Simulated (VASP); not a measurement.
Runs of VASP 6.6.1 on Eu. The structure is that of space group Im-3m (No. 229), or close to it. The cells are those of the table. 

```tsv
cell	k mesh	gap on the mesh (eV)	pressure (GPa)	moment (μB)
a = 3.989 Å, angles 109.5°, 1 atom	6 × 6 × 6	none	(b)	7.48
a = 3.831 Å, angles 109.5°, 1 atom	14 × 14 × 14	none	(a)	7.29
a = 3.914 Å, angles 109.5°, 1 atom	14 × 14 × 14	none	0.6	7.30
a = 3.873 Å, angles 109.5°, 1 atom	14 × 14 × 14	none	1.1	7.29
```

Alike in all rows: task single point; level PBE+U; potentials or basis VASP PAW PBE potentials, release 64 (Eu); spin collinear, ferromagnetic start; Eu f U = 6.0 eV; cutoff (eV) 600; smearing gaussian 0.1 eV.

Fill in the values left out.

(a) 1.6; (b) -0.2.

Caveats: spin-orbit coupling is left out, which moves the levels of the heavy elements.

A k mesh can miss the band edges, and the runs leave out spin-orbit coupling on Eu.

A gap of «none» marks levels without a gap at the run's occupations.
